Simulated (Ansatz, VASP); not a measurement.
**Cl in VASP and in Ansatz**

The input INCAR:

```
  ALGO = Normal
  EDIFF = 1E-7
  ENCUT = 520
  ISIF = 2
  ISMEAR = -1
  LASPH = True
  LCHARG = True
  LELF = True
  LREAL = False
  LVHAR = True
  LWAVE = False
  NBANDS = 14
  NELM = 60
  PREC = Accurate
  SIGMA = 0.08
```

KPOINTS

```
k-points
0
Gamma
  11 11 11
```

Contents of POSCAR:

```
Cl
1.0
    0.0000000000      2.8717789518      2.8717789518
    2.8717789518      0.0000000000      2.8717789518
    2.8717789518      2.8717789518      0.0000000000
Cl
2
Direct
   -0.1250000000     -0.1250000000     -0.1250000000
    0.1250000000      0.1250000000      0.1250000000
```

Input for Ansatz:

```yaml
crystal:
  lattice:
    - [0.0, 2.8717789518, 2.8717789518]
    - [2.8717789518, 0.0, 2.8717789518]
    - [2.8717789518, 2.8717789518, 0.0]
  atoms:
    - { symbol: Cl, position: [-0.125, -0.125, -0.125] }
    - { symbol: Cl, position: [0.125, 0.125, 0.125] }
kpoints:
  mp_grid: { grid: [11, 11, 11] }
scf:
  occupations: { method: fermi_dirac, width: 0.08 }
hamiltonian:
  xc: lda
  pseudopotentials: { kind: all_electron, lapw: { basis_error: 0.001 } }
output:
  forces: true
  stress: true
  eigenvalues: true
  populations: true
```

Change from the starting cell: volume scaled by 0.8, LAPW.

Alike in both runs: task single point; functional LDA; k mesh 11 × 11 × 11; occupations fermi-dirac, width 0.08 eV; no spin polarisation.

|  | VASP | Ansatz |
| --- | --- | --- |
| version | VASP 6.6.1 | Ansatz 0.2.0 |
| potentials or method | VASP PAW LDA potentials, release 64 (Cl), cutoff 520 eV | all-electron LAPW, scalar-relativistic |

|  | VASP | Ansatz | Ansatz less VASP |
| --- | --- | --- | --- |
| pressure (GPa) | 9.7 | 9.7 | +0.04 |

LDA's correlation is that of Perdew and Zunger in VASP and of Perdew and Wang (1992) in Ansatz. Ansatz ran all-electron here, and VASP with PAW potentials.
